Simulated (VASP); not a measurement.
# ZrH (P4_2/mmc) in VASP: further runs, part 2 of 2

VASP 6.6.1.

## 3. Single point, PBEsol (strain along c alone, the other axes held: +3.0 %)

Contents of INCAR:

```
SYSTEM = ZrH
ALGO = Fast ; EDIFF = 1E-6
ENCUT = 520 ; GGA = PS
ISIF = 2 ; ISMEAR = 0
LASPH = .TRUE. ; LCHARG = .TRUE.
LELF = .TRUE. ; LREAL = .FALSE.
LVHAR = .TRUE. ; LWAVE = .FALSE.
NBANDS = 21 ; NELM = 80
PREC = Accurate ; SIGMA = 0.1
```

Contents of KPOINTS:

```
k-points
0
G
  16 16 10
  0 0 0
```

Contents of POSCAR:

```
ZrH
1.0
    3.1902763252      0.0000000000      0.0000000000
    0.0000000000      3.1902763252      0.0000000000
    0.0000000000      0.0000000000      5.1402225016
Zr H
2 2
Direct
    0.0000000000      0.5000000000      0.0000000000
    0.5000000000      0.0000000000      0.5000000000
    0.0000000000      0.0000000000      0.7500000000
    0.0000000000      0.0000000000      0.2500000000
```

Potentials or basis: VASP PAW PBE potentials, release 64 (Zr_sv, H).

Command:

```console
$ cat potpaw_PBE.64/Zr_sv/POTCAR potpaw_PBE.64/H/POTCAR > POTCAR
$ mpirun -np 1 vasp_std > vasp.out
```

OUTCAR:

```text
SYSTEM = ZrH
   EDIFF = 1E-6
   ENCUT = 520
   GGA = PS
   ISIF = 2
   ISMEAR = 0
   LASPH = .TRUE.
   LREAL = .FALSE.
   NELM = 80
   PREC = Accurate

 ion  position               nearest neighbor table
   1  0.000  0.500  0.000-   3 2.05   4 2.05   3 2.05   4 2.05   2 3.42   2 3.42   2 3.42   2 3.42
                             2 3.42   2 3.42   2 3.42   2 3.42
   2  0.500  0.000  0.500-   3 2.05   4 2.05   3 2.05   4 2.05   1 3.42   1 3.42   1 3.42   1 3.42
                             1 3.42   1 3.42   1 3.42   1 3.42
   3  0.000  0.000  0.750-   1 2.05   2 2.05   1 2.05   2 2.05
   4  0.000  0.000  0.250-   1 2.05   2 2.05   1 2.05   2 2.05

  LATTYP: Found a simple tetragonal cell.
 ALAT       =     3.1902763252
 C/A-ratio  =     1.6112154490

  Lattice vectors:

 A1 = (   3.1902763252,   0.0000000000,   0.0000000000)
 A2 = (   0.0000000000,   3.1902763252,   0.0000000000)
 A3 = (   0.0000000000,   0.0000000000,   5.1402225016)

Analysis of symmetry for initial positions (statically):
=====================================================================
 Subroutine PRICEL returns:
 Original cell was already a primitive cell.

 Routine SETGRP: Setting up the symmetry group for a
 simple tetragonal supercell.

 Subroutine GETGRP returns: Found 16 space group operations
 (whereof  8 operations were pure point group operations)
 out of a pool of 16 trial point group operations.

The static configuration has the point symmetry D_2h.
 The point group associated with its full space group is D_4h.

Analysis of symmetry for dynamics (positions and initial velocities):
=====================================================================
 Subroutine PRICEL returns:
 Original cell was already a primitive cell.

 Routine SETGRP: Setting up the symmetry group for a
 simple tetragonal supercell.

 Subroutine GETGRP returns: Found 16 space group operations
[... 126 lines left out ...]
   IMIX   =      4    mixing-type and parameters
     AMIX     =   0.40;   BMIX     =  1.00
     AMIX_MAG =   1.60;   BMIX_MAG =  1.00
  volume/ion in A,a.u.               =      13.08        88.26
  Fermi-wavevector in a.u.,A,eV,Ry     =   1.296741  2.450484 22.878689  1.681536
  Thomas-Fermi vector in A             =   2.428178
   LORBIT       =      0    0 simple, 1 ext, 2 COOP (PROOUT), +10 PAW based schemes
   GGA     = PS    functional components
   LHFCALC =     F    Hartree Fock is set to
   AEXX    =    0.0000 exact exchange contribution
   IVDW    =     0    specifies the selected vdW correction
   LEPSILON=     F    determine dielectric tensor
   LRPA    =     F    only Hartree local field effects (RPA)
 non-spin polarized calculation
 RMM-DIIS sequential band-by-band and
 Gauss-broadening in eV      SIGMA  =   0.10
  energy-cutoff  :      520.00
  volume of cell :       52.32
 maximum number of plane-waves:      1436
 NGX is ok and might be reduce to    24
   NGX = 11   NGY = 11   NGZ = 19

 number of electron      25.9999999 magnetization

 Free energy of the ion-electron system (eV)
  ---------------------------------------------------
  ext. energy  EPLUGINS =         0.00000000
  ---------------------------------------------------
  free energy    TOTEN  =       -26.63921389 eV

  energy without entropy =      -26.62886085  energy(sigma->0) =      -26.63403737

 E-fermi :   7.9879     XC(G=0): -11.1374

 val. band max:        7.9867811695   @ k =   0.4375   0.0000   0.0000
 cond. band min:       7.9899994029   @ k =   0.3125   0.0000   0.5000
 fundamental gap:      0.0032182334
 Fermi energy:         7.9878965823

 k-point     1 :       0.0000    0.0000    0.0000
  band No.  band energies     occupation
      1     -40.7665      2.00000
      2     -40.6750      2.00000
      3     -19.1631      2.00000
      4     -18.6075      2.00000
      5     -18.6075      2.00000
      6     -18.5018      2.00000
[... 565 lines left out ...]
     20      13.8400      0.00000
     21      15.6847      0.00000

 [... further k-points ...]

------------------------ aborting loop because EDIFF is reached ----------------------------------------

  FORCE on cell =-STRESS in cart. coord.  units (eV):
  Direction    XX          YY          ZZ          XY          YZ          ZX
  --------------------------------------------------------------------------------------
  -------------------------------------------------------------------------------------
  Total       -0.8538962     -0.8538962     -1.8276000      0.0000000      0.0000000      0.0000000
  in kB      -26.1503296    -26.1503296    -55.9697308      0.0000000      0.0000000      0.0000000
  external PRESSURE =     -36.0901300 kB  Pullay stress =       0.0000000 kB

 VOLUME and BASIS-vectors are now :
 -----------------------------------------------------------------------------
  energy-cutoff  :      520.00
  volume of cell :       52.32
      direct lattice vectors                 reciprocal lattice vectors
     3.190276325  0.000000000  0.000000000     0.313452472  0.000000000  0.000000000
     0.000000000  3.190276325  0.000000000     0.000000000  0.313452472  0.000000000
     0.000000000  0.000000000  5.140222502     0.000000000  0.000000000  0.194544108

 POSITION                                       TOTAL-FORCE (eV/Angst)
 -----------------------------------------------------------------------------------
      0.00000      1.59514      0.00000         0.000000      0.000000      0.000000
      1.59514      0.00000      2.57011         0.000000      0.000000      0.000000
      0.00000      0.00000      3.85517        -0.000000      0.000000      0.000000
      0.00000      0.00000      1.28506         0.000000      0.000000     -0.000000
 -----------------------------------------------------------------------------------
    total drift:                                0.000000      0.000000     -0.000000

  FREE ENERGIE OF THE ION-ELECTRON SYSTEM (eV)
  ---------------------------------------------------
  free  energy   TOTEN  =       -26.6392138915 eV

  energy  without entropy=      -26.6288608542  energy(sigma->0) =      -26.63403737
```

OSZICAR:

```text
N       E                     dE             d eps       ncg     rms          rms(c)
DAV:   1     0.216101062101E+03    0.21610E+03   -0.13977E+04 11340   0.121E+03
DAV:   2    -0.116464874965E+02   -0.22775E+03   -0.22244E+03 12959   0.356E+02
DAV:   3    -0.283271108350E+02   -0.16681E+02   -0.16534E+02 21378   0.697E+01
[... 14 lines left out ...]
RMM:  18    -0.266392074818E+02   -0.50942E-05   -0.42577E-05 17041   0.246E-02    0.947E-04
RMM:  19    -0.266392101960E+02   -0.27142E-05   -0.27084E-05 15256   0.179E-02    0.110E-03
RMM:  20    -0.266392120037E+02   -0.18077E-05   -0.16132E-05 13982   0.139E-02    0.241E-04
RMM:  21    -0.266392130604E+02   -0.10567E-05   -0.11324E-05 12777   0.113E-02    0.816E-04
RMM:  22    -0.266392138915E+02   -0.83109E-06   -0.75830E-06 12267   0.943E-03
   1 F= -.26639214E+02 E0= -.26634037E+02  d E =-.103530E-01
```

Wall time 10 min (1 thread of Oxide Virtual Turin-like, shared host); peak memory 0.32 GiB.

What came out:

| Property | Result |
| --- | --- |
| Free energy | -26.6392 eV |
| Pressure | -3.6 GPa |
| Band gap on the k mesh | zero (bands 13 and 14 overlap by 0.86 eV) |

Levels at points of the mesh, in eV from the Fermi level:
| k point | band 11 | band 12 | band 13 | band 14 | band 15 | band 16 |
| --- | --- | --- | --- | --- | --- | --- |
| (0.00, 0.00, 0.00) | -2.95 | -2.68 | -0.14 | 0.96 | 0.96 | 1.86 |
| (0.50, 0.00, 0.00) | -1.82 | -0.85 | -0.49 | -0.20 | 1.87 | 2.10 |
| (0.50, 0.50, 0.00) | -2.82 | -2.82 | -1.76 | 3.14 | 3.66 | 4.20 |
| (0.00, 0.00, 0.50) | -1.69 | -1.69 | -0.19 | -0.19 | 2.03 | 2.03 |
| (0.50, 0.00, 0.50) | -2.71 | -0.30 | 0.12 | 0.60 | 0.95 | 1.42 |
| (0.50, 0.50, 0.50) | -2.00 | -2.00 | -0.22 | -0.22 | 1.55 | 1.55 |

Caveat: the cell differs from its parent crystal (strain along c alone, the other axes held: +3.0 %); the cell stands under tension; the PAW data sets were made with another functional, which shifts forces and pressure a little.
